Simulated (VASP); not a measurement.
# LiSm (P4/nmm) in VASP: notebook

Runs on LiSm. Level: PBE. Tasks: relaxation of cell and atoms, single point.

All numbers are computed with VASP 6.6.1; they aren't measurements. Logs are shortened: lines on timing, memory, paths and dates and some standing lists are left out, and cuts for length are marked.

**1. The cell of the first run**

It takes space group P4/nmm (No. 129, tetragonal). The conventional cell has a = 3.648 Å, b = 3.648 Å, c = 8.009 Å, α = 90.00°, β = 90.00°, γ = 90.00°. Li (site symmetry 4mm) has 8 Li at 2.91 to 3.65 Å and 5 Sm at 3.35 to 3.48 Å within 3.8 Å. Sm (site symmetry 4mm) has 6 Li at 3.35 to 4.53 Å and 8 Sm at 3.51 to 3.65 Å within 4.6 Å.

The cell was generated, and may not be a known phase.

**2. Relaxation of cell and atoms, PBE**

Contents of INCAR:

```
  PREC = Accurate
  ENCUT = 750
  EDIFF = 1E-7
  ISMEAR = 0
  SIGMA = 0.1
  LREAL = F
  LASPH = T
  NELM = 200
  ALGO = Normal
  ISIF = 3
  LWAVE = F
  LCHARG = F
  GGA = PE
  IBRION = 2
  NSW = 100
  EDIFFG = -0.01
  GGA_COMPAT = F
  NELMIN = 4
  LMAXMIX = 6
```

Contents of KPOINTS:

```
Automatic mesh
0
Gamma
  12 12 6
```

Contents of POSCAR:

```
LiSm
1.0
    3.6479150544      0.0000000000      0.0000000000
    0.0000000000      3.6479150544      0.0000000000
    0.0000000000      0.0000000000      8.0088510662
Li Sm
2 2
Direct
    0.0000000000      0.5000000000      0.5836669621
    0.5000000000      0.0000000000      0.4163330379
    0.0000000000      0.5000000000      0.1487228134
    0.5000000000      0.0000000000      0.8512771866
```

Potentials or basis: VASP PAW PBE potentials, release 64 (Li_sv, Sm_3), 4f in core.

Launch:

```sh
cat potpaw_PBE.64/Li_sv/POTCAR potpaw_PBE.64/Sm_3/POTCAR > POTCAR
mpirun -np 1 vasp_std > vasp.out
```

OUTCAR:

```text
PREC = Accurate
   ENCUT = 750
   EDIFF = 1E-7
   ISMEAR = 0
   LREAL = F
   LASPH = T
   NELM = 200
   ISIF = 3
   GGA = PE
   IBRION = 2
   NSW = 100
   EDIFFG = -0.01
   NELMIN = 4

 ion  position               nearest neighbor table
   1  0.000  0.500  0.584-
   2  0.500  0.000  0.416-
   3  0.000  0.500  0.149-   4 3.51   4 3.51   4 3.51   4 3.51
   4  0.500  0.000  0.851-   3 3.51   3 3.51   3 3.51   3 3.51

  LATTYP: Found a simple tetragonal cell.
 ALAT       =     3.6479150544
 C/A-ratio  =     2.1954598577

  Lattice vectors:

 A1 = (   3.6479150544,   0.0000000000,   0.0000000000)
 A2 = (   0.0000000000,   3.6479150544,   0.0000000000)
 A3 = (   0.0000000000,   0.0000000000,   8.0088510662)

Analysis of symmetry for initial positions (statically):
=====================================================================
 Subroutine PRICEL returns:
 Original cell was already a primitive cell.

 Routine SETGRP: Setting up the symmetry group for a
 simple tetragonal supercell.

 Subroutine GETGRP returns: Found 16 space group operations
 (whereof  8 operations were pure point group operations)
 out of a pool of 16 trial point group operations.

The static configuration has the point symmetry D_2d.
 The point group associated with its full space group is D_4h.

Analysis of symmetry for dynamics (positions and initial velocities):
=====================================================================
 Subroutine PRICEL returns:
 Original cell was already a primitive cell.

 Routine SETGRP: Setting up the symmetry group for a
 simple tetragonal supercell.

 Subroutine GETGRP returns: Found 16 space group operations
 (whereof  8 operations were pure point group operations)
 out of a pool of 16 trial point group operations.

The dynamic configuration has the point symmetry D_2d.
 The point group associated with its full space group is D_4h.

 Subroutine INISYM returns: Found 16 space group operations
 (whereof  8 operations are pure point group operations),
 and found     1 'primitive' translations

----------------------------------------------------------------------------------------

                                     Primitive cell

  volume of cell :     106.5761

  direct lattice vectors                    reciprocal lattice vectors
     3.647915054  0.000000000  0.000000000     0.274129190  0.000000000  0.000000000
     0.000000000  3.647915054  0.000000000     0.000000000  0.274129190  0.000000000
     0.000000000  0.000000000  8.008851066     0.000000000  0.000000000  0.124861855

  length of vectors
     3.647915054  3.647915054  8.008851066     0.274129190  0.274129190  0.124861855

  position of ions in fractional coordinates (direct lattice)
     0.000000000  0.500000000  0.583666962
     0.500000000  0.000000000  0.416333038
     0.000000000  0.500000000  0.148722813
     0.500000000  0.000000000  0.851277187

  ion indices of the primitive-cell ions
   primitive index   ion index
                 1           1
                 2           2
                 3           3
                 4           4

----------------------------------------------------------------------------------------

 KPOINTS: Automatic mesh

Automatic generation of k-mesh.
 Grid dimensions read from file:
 generate k-points for:   12   12    6

 Generating k-lattice:

  Cartesian coordinates                     Fractional coordinates (reciprocal lattice)
     0.022844099  0.000000000  0.000000000     0.083333333  0.000000000  0.000000000
     0.000000000  0.022844099  0.000000000     0.000000000  0.083333333  0.000000000
     0.000000000  0.000000000  0.020810309     0.000000000  0.000000000  0.166666667

  Length of vectors
     0.022844099  0.022844099  0.020810309

  Shift w.r.t. Gamma in fractional coordinates (k-lattice)
     0.000000000  0.000000000  0.000000000

 Subroutine IBZKPT returns following result:
 ===========================================

 Found    112 irreducible k-points:

 Following reciprocal coordinates:
            Coordinates               Weight
  0.000000  0.000000  0.000000      1.000000
  0.083333  0.000000  0.000000      4.000000
  0.166667  0.000000  0.000000      4.000000
  0.250000  0.000000  0.000000      4.000000
  0.333333  0.000000  0.000000      4.000000
  0.416667  0.000000  0.000000      4.000000
[... 16 lines left out ...]
  0.333333  0.333333  0.000000      4.000000
  0.416667  0.333333  0.000000      8.000000
 [... further k-points ...]
   k-points           NKPTS =    112   k-points in BZ     NKDIM =    112   number of bands    NBANDS=     18
   number of dos      NEDOS =    301   number of ions     NIONS =      4
   total plane-waves  NPLWV =  93312
   dimension x,y,z NGX =    36 NGY =   36 NGZ =   72
   dimension x,y,z NGXF=    72 NGYF=   72 NGZF=  144
   ions per type =               2   2
   NGX,Y,Z   is equivalent  to a cutoff of  16.41, 16.41, 14.95 a.u.
   NGXF,Y,Z  is equivalent  to a cutoff of  32.81, 32.81, 29.89 a.u.
 SYSTEM =  unknown system
   PREC   = accura    normal or accurate (medium, high low for compatibility)
   ISTART =      0    job   : 0-new  1-cont  2-samecut
   ICHARG =      2    charge: 1-file 2-atom 10-const
   ISPIN  =      1    spin polarized calculation?
   LNONCOLLINEAR =      F non collinear calculations
   LSORBIT =      F    spin-orbit coupling
   LASPH  =      T    aspherical Exc in radial PAW
   ENCUT  =  750.0 eV  55.12 Ry    7.42 a.u.   8.15  8.15 17.88*2*pi/ulx,y,z
   NELM   =    200;   NELMIN=  4; NELMDL= -5     # of ELM steps
   EDIFF  = 0.1E-06   stopping-criterion for ELM
   LREAL  =      F    real-space projection
   EDIFFG = -.1E-01   stopping-criterion for IOM
   NSW    =    100    number of steps for IOM
   IBRION =      2    ionic relax: 0-MD 1-quasi-New 2-CG
   NFREE  =      1    steps in history (QN), initial steepest desc. (CG)
   ISIF   =      3    stress and relaxation
   ISYM   =      2    0-nonsym 1-usesym 2-fastsym
   POTIM  = 0.5000    time-step for ionic-motion
   TEBEG  =    0.0;   TEEND  =   0.0 temperature during run
   PSTRESS=    0.0 pullay stress
   NELECT =      28.0000    total number of electrons
   NUPDOWN=      -1.0000    fix difference up-down
   EMIN   =  10.00;   EMAX   =-10.00  energy-range for DOS
   EFERMI =   0.00;   METHOD = LEGACY
   ISMEAR =     0;   SIGMA  =   0.10  broadening in eV -4-tet -1-fermi 0-gaus
   EFERMI_NEDOS =   21; number of points for ismear=-14 and -15
   IALGO  =     38    algorithm
   IMIX   =      4    mixing-type and parameters
     AMIX     =   0.40;   BMIX     =  1.00
     AMIX_MAG =   1.60;   BMIX_MAG =  1.00
  volume/ion in A,a.u.               =      26.64       179.80
  Fermi-wavevector in a.u.,A,eV,Ry     =   1.048514  1.981404 14.957999  1.099382
  Thomas-Fermi vector in A             =   2.183439
   LORBIT       =      0    0 simple, 1 ext, 2 COOP (PROOUT), +10 PAW based schemes
   GGA     = PE    functional components
   LHFCALC =     F    Hartree Fock is set to
   AEXX    =    0.0000 exact exchange contribution
   IVDW    =     0    specifies the selected vdW correction
   LEPSILON=     F    determine dielectric tensor
   LRPA    =     F    only Hartree local field effects (RPA)
 conjugate gradient relaxation of ions
 non-spin polarized calculation
 Gauss-broadening in eV      SIGMA  =   0.10
  energy-cutoff  :      750.00
  volume of cell :      106.58
 maximum number of plane-waves:      5020
 NGX is ok and might be reduce to    36
   NGX = 17   NGY = 17   NGZ = 35

--------------------------------------- Ionic step        1  -------------------------------------------

 number of electron      27.9999993 magnetization

 Free energy of the ion-electron system (eV)
  ---------------------------------------------------
  ext. energy  EPLUGINS =         0.00000000
  ---------------------------------------------------
  free energy    TOTEN  =       -12.89032572 eV

  energy without entropy =      -12.86758610  energy(sigma->0) =      -12.87895591

------------------------ aborting loop because EDIFF is reached ----------------------------------------

  FORCE on cell =-STRESS in cart. coord.  units (eV):
  Direction    XX          YY          ZZ          XY          YZ          ZX
  --------------------------------------------------------------------------------------
  -------------------------------------------------------------------------------------
  Total        0.2910439      0.2910439      0.0790073      0.0000000      0.0000000      0.0000000
  in kB        4.3753159      4.3753159      1.1877306      0.0000000      0.0000000      0.0000000
  external PRESSURE =       3.3127875 kB  Pullay stress =       0.0000000 kB
[... 213 lines left out ...]
  energy  without entropy=      -12.8713736878  energy(sigma->0) =      -12.88211266

--------------------------------------- Ionic step        7  -------------------------------------------

 number of electron      27.9999990 magnetization

 Free energy of the ion-electron system (eV)
  ---------------------------------------------------
  ext. energy  EPLUGINS =         0.00000000
  ---------------------------------------------------
  free energy    TOTEN  =       -12.89288723 eV

  energy without entropy =      -12.87141197  energy(sigma->0) =      -12.88214960

 E-fermi :   2.1316     XC(G=0):  -8.7594

 val. band max:        2.1225277788   @ k =   0.2500   0.1667   0.1667
 cond. band min:       2.1353643006   @ k =   0.3333   0.0000   0.1667
 fundamental gap:      0.0128365217
 Fermi energy:         2.1316499680

 k-point     1 :       0.0000    0.0000    0.0000
  band No.  band energies     occupation
      1     -44.1692      2.00000
      2     -44.1491      2.00000
      3     -38.9954      2.00000
      4     -38.9080      2.00000
      5     -18.6633      2.00000
      6     -18.2713      2.00000
[... 10 lines left out ...]
     17       4.0874      0.00000
     18       4.0874      0.00000
[... 466 lines left out ...]
      2     -44.1568      2.00000
      3     -38.9150      2.00000
      4     -38.9035      2.00000
      5     -18.6645      2.00000
      6     -18.6469      2.00000
[... 10 lines left out ...]
     17       3.4060      0.00000
     18       3.8198      0.00000

 [... further k-points ...]
[... 5 lines left out ...]
  --------------------------------------------------------------------------------------
  -------------------------------------------------------------------------------------
  Total        0.0013300      0.0013300     -0.0041061      0.0000000      0.0000000      0.0000000
  in kB        0.0197389      0.0197389     -0.0609410      0.0000000      0.0000000      0.0000000
  external PRESSURE =      -0.0071544 kB  Pullay stress =       0.0000000 kB
[... 19 lines left out ...]
  FREE ENERGIE OF THE ION-ELECTRON SYSTEM (eV)
  ---------------------------------------------------
  free  energy   TOTEN  =       -12.8928872322 eV

  energy  without entropy=      -12.8714119744  energy(sigma->0) =      -12.88214960

 reached required accuracy - stopping structural energy minimisation
```

It took 8.4 min on 1 thread of Intel Xeon 6975P-C (Granite Rapids), shared host; peak memory 0.56 GiB.

What came out:

* Free energy: -12.8929 eV
* Relaxed volume: 26.99 Å³/atom
* Relaxed cell: a = 3.683 Å, b = 3.683 Å, c = 7.959 Å, α = 90.00°, β = 90.00°, γ = 90.00°
* Space group after relaxing (to 0.1 Å): P4/nmm (No. 129)
* Energy gained by relaxing: 0.6 meV/atom
* Ionic steps: 7
* Pressure after relaxing: 0.0 GPa
* Largest force after relaxing: 0.006 eV/Å
* Band gap on the k mesh: zero (bands 14 and 15 overlap by 0.42 eV)

Forces in eV/Å, atoms in the order of the input:
```
Li   0.000  0.000  0.005
Li   0.000  0.000 -0.005
Sm   0.000  0.000  0.006
Sm   0.000  0.000 -0.006
```

Step by step:
```csv
step,energy change (eV),largest force (eV/Å),pressure (GPa),volume (Å³)
1,0.0000,0.0122,0.33,106.58
2,-0.0015,0.0026,0.12,107.43
3,-0.0019,0.0137,-0.05,108.13
4,-0.0022,0.0076,-0.04,108.11
5,-0.0025,0.0112,-0.01,108.03
6,-0.0025,0.0126,-0.01,108.02
7,-0.0026,0.0065,0.00,107.95
```

Final structure:
```
CELL_PARAMETERS angstrom
3.68280 0.00000 0.00000
0.00000 3.68280 0.00000
0.00000 0.00000 7.95922
ATOMIC_POSITIONS crystal
Li 0.00000 0.50000 0.58367
Li 0.50000 0.00000 0.41633
Sm 0.00000 0.50000 0.14864
Sm 0.50000 0.00000 0.85136
```

Levels at points of the mesh, in eV from the Fermi level:
| k point | band 12 | band 13 | band 14 | band 15 | band 16 | band 17 |
| --- | --- | --- | --- | --- | --- | --- |
| (0.00, 0.00, 0.00) | -2.17 | -1.41 | -0.82 | 0.34 | 0.99 | 1.96 |
| (0.50, 0.00, 0.00) | -1.58 | -0.93 | -0.93 | 1.17 | 1.17 | 1.21 |
| (0.50, 0.50, 0.00) | -1.40 | -0.93 | -0.93 | 1.32 | 1.32 | 1.67 |
| (0.00, 0.00, 0.50) | -3.04 | -1.48 | -0.80 | 0.94 | 1.46 | 2.14 |
| (0.50, 0.00, 0.50) | -1.87 | -0.06 | -0.06 | 0.31 | 0.31 | 1.37 |
| (0.50, 0.50, 0.50) | -1.39 | -0.41 | -0.41 | -0.14 | -0.14 | 1.98 |

Caveat: spin-orbit coupling is left out, which moves the levels of the heavy elements; the 4f electrons are frozen in the core, so they carry no moment and show no levels.

**3. Single point, PBE**

This run uses another cell than the first one, of 19.16 Å³/atom.

Contents of INCAR:

```
  ALGO = Normal
  EDIFF = 1E-6
  ENCUT = 750
  GGA = PE
  GGA_COMPAT = F
  ISIF = 2
  ISMEAR = 0
  LASPH = T
  LCHARG = F
  LMAXMIX = 6
  LREAL = F
  LWAVE = F
  NBANDS = 22
  NELM = 200
  PREC = Accurate
  SIGMA = 0.1
```

Contents of KPOINTS:

```
k-points
0
Gamma
  6 6 2
```

Contents of POSCAR:

```
LiSm
1.0
    2.9183183800      0.0000000000      0.0000000000
    0.0000000000      2.9183183800      0.0000000000
    0.0000000000      0.0000000000      8.9981486900
Li Sm
2 2
Direct
    0.0000000000      0.5000000000      0.6079999800
    0.5000000000      0.0000000000      0.3920000200
    0.0000000000      0.5000000000      0.1300000000
    0.5000000000      0.0000000000      0.8700000000
```

Potentials or basis: VASP PAW PBE potentials, release 64 (Li_sv, Sm_3), 4f in core.

Launch:

```sh
cat potpaw_PBE.64/Li_sv/POTCAR potpaw_PBE.64/Sm_3/POTCAR > POTCAR
mpirun -np 1 vasp_std > vasp.out
```

Run time: 48 s. Hardware: 1 thread of Intel Xeon Platinum 8259CL at 2.50GHz (Skylake/Cascade Lake), shared host; peak memory 0.26 GiB.

Results (log left out):

```yaml
Free_energy: -10.8735 eV
Pressure: 20.1 GPa
Largest_force: 1.664 eV/Å
Band_gap_on_the_k_mesh: zero (bands 14 and 15 overlap by 1.11 eV)
```

Forces in eV/Å, atoms in the order of the input:
```
Li   0.000  0.000 -0.276
Li   0.000  0.000  0.276
Sm   0.000  0.000  1.664
Sm   0.000  0.000 -1.664
```

Stress tensor (GPa, compression positive):
```
22.52  0.00  0.00
 0.00 22.52  0.00
 0.00  0.00 15.17
```

Levels at points of the mesh, in eV from the Fermi level:
```tsv
k point	band 10	band 11	band 12	band 13	band 14	band 15	band 16	band 17	band 18	band 19
(0.00, 0.00, 0.00)	-18.42	-3.83	-2.56	-1.90	-1.82	-0.99	-0.09	2.38	4.10	4.16
(0.50, 0.00, 0.00)	-18.35	-1.83	-1.83	-0.39	-0.39	0.46	0.46	2.93	2.93	3.60
(0.50, 0.50, 0.00)	-19.27	-3.10	-3.10	-1.36	-1.36	2.33	2.33	2.84	2.84	3.84
(0.00, 0.00, 0.50)	-18.42	-3.41	-3.08	-2.47	-1.82	-0.10	0.50	1.44	3.79	4.18
(0.50, 0.00, 0.50)	-18.35	-1.93	-1.93	-0.04	-0.04	0.40	0.40	2.41	2.41	3.60
(0.50, 0.50, 0.50)	-19.27	-3.10	-3.10	-1.29	-1.29	1.36	1.36	3.98	3.98	5.21
```

Caveat: the stress differs along the axes, from 15 to 23 GPa; spin-orbit coupling is left out, which moves the levels of the heavy elements; the 4f electrons are frozen in the core, so they carry no moment and show no levels; forces of over 1 eV/Å act on the atoms, so gaps and moduli don't describe the material at rest. Spin polarisation is off, so any magnetic state and its effect on volume and gap are missing.

**4. Single point, PBE**

Contents of INCAR:

```
  PREC = Accurate
  ENCUT = 750
  EDIFF = 1E-6
  ISMEAR = 0
  SIGMA = 0.1
  LREAL = F
  LASPH = T
  NELM = 200
  ALGO = Normal
  ISIF = 2
  LWAVE = F
  LCHARG = F
  GGA = PE
  NBANDS = 22
  GGA_COMPAT = F
  LMAXMIX = 6
```

Contents of KPOINTS:

```
Automatic mesh
0
Gamma
  6 6 2
```

Contents of POSCAR:

```
LiSm
1.0
    3.6479150544      0.0000000000      0.0000000000
    0.0000000000      3.6479150544      0.0000000000
    0.0000000000      0.0000000000      8.0088510662
Li Sm
2 2
Direct
    0.0000000000      0.5000000000      0.5836669621
    0.5000000000      0.0000000000      0.4163330379
    0.0000000000      0.5000000000      0.1487228134
    0.5000000000      0.0000000000      0.8512771866
```

Launch:

```sh
cat potpaw_PBE.64/Li_sv/POTCAR potpaw_PBE.64/Sm_3/POTCAR > POTCAR
mpirun -np 1 vasp_std > vasp.out
```

It took 82 s on 1 thread of Intel Xeon Platinum 8259CL at 2.50GHz (Skylake/Cascade Lake), shared host; peak memory 0.32 GiB.

The run converged. Its results:

| Quantity | Value |
| --- | --- |
| Free energy | -12.8814 eV |
| Pressure | 0.2 GPa |
| Largest force | 0.016 eV/Å |
| Band gap on the k mesh | zero (bands 14 and 15 overlap by 0.08 eV) |

Forces on the atoms (eV/Å):
```
Li   0.000  0.000 -0.003
Li   0.000  0.000  0.003
Sm   0.000  0.000  0.016
Sm   0.000  0.000 -0.016
```

Levels at points of the mesh, in eV from the Fermi level:
| k point | band 10 | band 11 | band 12 | band 13 | band 14 | band 15 | band 16 | band 17 | band 18 | band 19 |
| --- | --- | --- | --- | --- | --- | --- | --- | --- | --- | --- |
| (0.00, 0.00, 0.00) | -20.06 | -4.01 | -2.15 | -1.39 | -0.77 | 0.35 | 1.01 | 2.09 | 2.09 | 3.21 |
| (0.50, 0.00, 0.00) | -20.13 | -1.51 | -1.51 | -0.87 | -0.87 | 1.20 | 1.20 | 1.28 | 1.28 | 1.95 |
| (0.50, 0.50, 0.00) | -20.36 | -1.38 | -1.38 | -0.88 | -0.88 | 1.42 | 1.42 | 1.75 | 1.75 | 2.27 |
| (0.00, 0.00, 0.50) | -20.06 | -3.59 | -3.00 | -1.46 | -0.75 | 0.96 | 1.47 | 2.26 | 2.26 | 3.26 |
| (0.50, 0.00, 0.50) | -20.13 | -1.81 | -1.81 | 0.03 | 0.03 | 0.36 | 0.36 | 1.39 | 1.39 | 1.91 |
| (0.50, 0.50, 0.50) | -20.36 | -1.37 | -1.37 | -0.38 | -0.38 | -0.05 | -0.05 | 2.10 | 2.10 | 3.42 |

Caveat: the k points lie up to 0.39 Å⁻¹ apart; spin-orbit coupling is left out, which moves the levels of the heavy elements; the 4f electrons are frozen in the core, so they carry no moment and show no levels.

(Continued in part 2 of 2.)

The gap in the log of VASP goes by the Fermi energy; the results here count the filled bands.